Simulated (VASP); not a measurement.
GaP (d3): single point with PBE+D3(BJ)

The system is GaP (d3).

```xyz
2
Lattice="0.0000 2.7258 2.7258 2.7258 0.0000 2.7258 2.7258 2.7258 0.0000" Properties=species:S:1:pos:R:3 pbc="T T T"
Ga    0.0000    0.0000    0.0000
P     4.0887    4.0887    4.0887
```

- Program: VASP 6.6.1
- Task: single point
- Functional: PBE
- Dispersion: D3(BJ)
- Potentials or basis: VASP PAW PBE potentials, release 64 (Ga_d, P)
- Cutoff: 520 eV
- k mesh: 6 × 6 × 6
- Occupations: gaussian, width 0.1 eV
- Spin: no spin polarisation
- Dipole correction: no
- Further INCAR settings: ALGO = Normal; EDIFF = 1e-06; NBANDS = 16

| Item | Value |
| --- | --- |
| Pressure | -0.3 GPa |
| Band gap on the k mesh | 1.65 eV, indirect (least direct gap 1.82 eV) |
| Dispersion energy per atom | -0.316 eV |

Levels at points of the mesh, in eV from the valence-band top:
| k point | band 6 | band 7 | band 8 | band 9 | band 10 | band 11 | band 12 | band 13 |
| --- | --- | --- | --- | --- | --- | --- | --- | --- |
| (0.00, 0.00, 0.00) | -12.49 | 0.00 | 0.00 | 0.00 | 1.82 | 3.89 | 3.89 | 3.89 |
| (0.50, 0.00, 0.00) | -10.42 | -6.63 | -1.12 | -1.12 | 1.67 | 4.72 | 4.72 | 8.28 |
| (0.50, 0.50, 0.00) | -9.52 | -6.75 | -2.68 | -2.68 | 1.65 | 1.82 | 10.59 | 10.59 |

It took 14 s on 1 thread of Intel(R) Xeon(R) Platinum 8488C (Sapphire Rapids), on a shared host, peak memory 0.17 GiB.

A k mesh can miss the band edges. Expect the measured gap to be larger: semilocal functionals such as PBE lack the derivative discontinuity.
